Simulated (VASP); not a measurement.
BiH4: single point with PBE

The system is BiH4.

```
CELL_PARAMETERS angstrom
-2.44933 2.44933 2.44933
2.44933 -2.44933 2.44933
2.44933 2.44933 -2.44933
ATOMIC_POSITIONS crystal
Bi 0.00000 0.00000 0.00000
H 0.50000 0.50000 0.50000
H 0.50000 0.00000 0.00000
H 0.00000 0.00000 0.50000
H 0.00000 0.50000 0.00000
```

- Program: VASP 6.6.1
- Task: single point
- Functional: PBE
- Potentials or basis: VASP PAW PBE potentials, release 64 (Bi_d, H)
- Cutoff: 520 eV
- k mesh: 12 × 12 × 12
- Occupations: gaussian, width 0.1 eV
- Spin: no spin polarisation
- Dipole correction: no
- Further INCAR settings: ALGO = Normal; EDIFF = 1e-07; NBANDS = 18

- Pressure: -0.1 GPa

Levels at points of the mesh, in eV from the Fermi level:
| k point | band 5 | band 6 | band 7 | band 8 | band 9 | band 10 | band 11 | band 12 | band 13 | band 14 |
| --- | --- | --- | --- | --- | --- | --- | --- | --- | --- | --- |
| (0.00, 0.00, 0.00) | -22.57 | -12.39 | -0.53 | -0.53 | -0.53 | 1.07 | 1.07 | 1.07 | 1.07 | 8.17 |
| (0.50, 0.00, 0.00) | -22.57 | -11.11 | -6.15 | -3.42 | -1.07 | 0.21 | 0.89 | 6.82 | 7.14 | 7.78 |
| (0.50, 0.50, 0.50) | -22.58 | -9.91 | -5.40 | -5.40 | -5.40 | 1.11 | 3.28 | 3.28 | 9.66 | 9.66 |

It took 38 s on 1 thread of Intel(R) Xeon(R) Platinum 8488C (Sapphire Rapids), with other jobs on the host, peak memory 0.21 GiB.

Caveat: spin-orbit coupling is left out, which moves the levels of the heavy elements.
